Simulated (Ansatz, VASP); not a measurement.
**Al9H: VASP beside Ansatz**

File INCAR:

```
PREC = Accurate
ENCUT = 520
EDIFF = 1E-6
ISMEAR = 0
SIGMA = 0.1
LREAL = Auto
LASPH = True
NELM = 100
ALGO = Normal
ISIF = 2
LWAVE = False
LCHARG = False
LDIPOL = True
IDIPOL = 3
DIPOL = 0.5 0.5 0.301
GGA = PE
NBANDS = 44
```

File KPOINTS:

```
Automatic mesh
0
Gamma
  5 3 1
```

POSCAR

```
Al9H
1.0
    5.7070863106      0.0000000000      0.0000000000
   -1.4267715776      9.7014842380      0.0000000000
    0.0000000000      0.0000000000     22.7903703519
Al H
18 2
Direct
    0.2662216041      0.0648864163      0.1755127248
    0.7662216041      0.0648864163      0.1755127248
    0.3354806058      0.3419224231      0.2192029854
    0.8354806058      0.3419224231      0.2192029854
    0.1493324061      0.5973296244      0.2279410375
    0.6493324061      0.5973296244      0.2279410375
    0.4631842064      0.8527368258      0.2366790896
    0.9631842065      0.8527368258      0.2366790896
    0.0319772093      0.1277109169      0.2808262502
    0.5319772093      0.1277109169      0.2808262502
    0.0997917601      0.4042231294      0.3301071124
    0.5997917601      0.4042231294      0.3301071124
    0.4144000537      0.6596656514      0.3369822081
    0.9144000537      0.6596656514      0.3369822081
    0.2263076916      0.9110819252      0.3449259130
    0.7263076916      0.9110819252      0.3449259130
    0.2962427243      0.1814072004      0.3857054631
    0.7962427243      0.1814072004      0.3857054631
    0.6062643800      0.3644128847      0.4756557346
    0.6062643800      0.4848513326      0.4756557346
```

Input for Ansatz:

```yaml
crystal:
  lattice:
    - [5.7070863106, 0.0, 0.0]
    - [-1.4267715776, 9.701484238, 0.0]
    - [0.0, 0.0, 22.7903703519]
  atoms:
    - { symbol: Al, position: [0.2662216041, 0.0648864163, 0.1755127248] }
    - { symbol: Al, position: [0.7662216041, 0.0648864163, 0.1755127248] }
    - { symbol: Al, position: [0.3354806058, 0.3419224231, 0.2192029854] }
    - { symbol: Al, position: [0.8354806058, 0.3419224231, 0.2192029854] }
    - { symbol: Al, position: [0.1493324061, 0.5973296244, 0.2279410375] }
    - { symbol: Al, position: [0.6493324061, 0.5973296244, 0.2279410375] }
    - { symbol: Al, position: [0.4631842064, 0.8527368258, 0.2366790896] }
    - { symbol: Al, position: [0.9631842065, 0.8527368258, 0.2366790896] }
    - { symbol: Al, position: [0.0319772093, 0.1277109169, 0.2808262502] }
    - { symbol: Al, position: [0.5319772093, 0.1277109169, 0.2808262502] }
    - { symbol: Al, position: [0.0997917601, 0.4042231294, 0.3301071124] }
    - { symbol: Al, position: [0.5997917601, 0.4042231294, 0.3301071124] }
    - { symbol: Al, position: [0.4144000537, 0.6596656514, 0.3369822081] }
    - { symbol: Al, position: [0.9144000537, 0.6596656514, 0.3369822081] }
    - { symbol: Al, position: [0.2263076916, 0.9110819252, 0.344925913] }
    - { symbol: Al, position: [0.7263076916, 0.9110819252, 0.344925913] }
    - { symbol: Al, position: [0.2962427243, 0.1814072004, 0.3857054631] }
    - { symbol: Al, position: [0.7962427243, 0.1814072004, 0.3857054631] }
    - { symbol: H, position: [0.60626438, 0.3644128847, 0.4756557346] }
    - { symbol: H, position: [0.60626438, 0.4848513326, 0.4756557346] }
basis:
  ecutwfc: 420
kpoints:
  mp_grid: { grid: [5, 3, 1] }
hamiltonian:
  xc: pbe
  pseudopotentials: { kind: paw, azcp: { folder: soft_1 } }
scf:
  occupations: { method: gaussian, width: 0.1 }
output:
  forces: true
  eigenvalues: true
efield:
  axis: 3
  dipole_correction: true
  ramp_width: 0.04
```

Alike in both runs: task single point; functional PBE; k mesh 5 × 3 × 1; occupations gaussian, width 0.1 eV; no spin polarisation.

|  | VASP | Ansatz |
| --- | --- | --- |
| version | VASP 6.6.1 | Ansatz 0.2.0 |
| potentials or method | VASP PAW PBE potentials, release 64 (Al, H), cutoff 520 eV | scalar-relativistic, plane waves, PAW |
| valence electrons in the cell | 56 | 56 |

Ansatz gave:

```
gap on the k mesh at the Fermi level (eV) : none
rms of the force components (eV/Å)        : 0.779
```

Question: Estimate VASP's values.

Answer: gap on the k mesh at the Fermi level (eV): none; rms of the force components (eV/Å): 0.780.

Atom by atom the forces differ by 0.001 eV/Å (rms over components). A gap of «none» marks a metal or a gap that the smearing closes. With one functional, cell and mesh, what is left measures potentials, basis and numerics.
